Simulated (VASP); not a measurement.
Set up this calculation in VASP 6.6.1, as the native input.

| Property | Result |
| --- | --- |
| Task | electric field gradients |
| Functional | PBEsol |
| Potentials or basis | VASP PAW PBE potentials, release 64 (Zn, S) |
| Cutoff | 520 eV |
| k mesh | 8 × 8 × 8 |
| Occupations | fermi-dirac, width 0.01 eV |
| Spin | no spin polarisation |
| Dipole correction | no |
| Further INCAR settings | ALGO = Normal; EDIFF = 1e-08; NBANDS = 16 |

The structure of ZnS lies in POSCAR:

```
ZnS
1.0
    0.0000000000      2.7270034930      2.7270034930
    2.7270034930      0.0000000000      2.7270034930
    2.7270034930      2.7270034930      0.0000000000
Zn S
1 1
Direct
    0.0000000000      0.0000000000      0.0000000000
    0.7500000000      0.7500000000      0.7500000000
```

This cell differs from its parent crystal: volume scaled by 1.025.

These files were run (other wordings do the same):

INCAR

```
PREC     = Accurate       # precision mode
ENCUT    = 520            # plane-wave cutoff, eV
EDIFF    = 1E-8           # SCF threshold, eV
ISMEAR   = -1             # smearing method
SIGMA    = 0.01           # smearing width, eV
LREAL    = False          # projectors in reciprocal space
LASPH    = True           # aspherical terms in the spheres
NELM     = 100            # most SCF steps
ALGO     = Normal         # electronic algorithm
ISIF     = 2              # what is computed and relaxed
LWAVE    = False          # write WAVECAR
LCHARG   = False          # write CHGCAR
GGA      = PS             # functional
LEFG     = True         
NBANDS   = 16             # bands
```

KPOINTS

```
Automatic mesh
0
Gamma
  8 8 8
```

Potentials or basis: VASP PAW PBE potentials, release 64 (Zn, S).

The run is started by

```bash
$ cat potpaw_PBE.64/Zn/POTCAR potpaw_PBE.64/S/POTCAR > POTCAR
$ mpirun -np 1 vasp_std > vasp.out
```

It gave:

```yaml
Pressure: -3.6 GPa
Band_gap_on_the_k_mesh: 1.86 eV, direct
```

Caveat: without QUAD_EFG the Cq values of the log hold for a quadrupole moment of 1 mb, not for the nuclei; the PAW data sets were made with another functional, which shifts forces and pressure a little.

Run time: 11 s on 1 thread of Intel(R) Xeon(R) 6975P-C (Granite Rapids), on a shared host, peak memory 0.17 GiB.
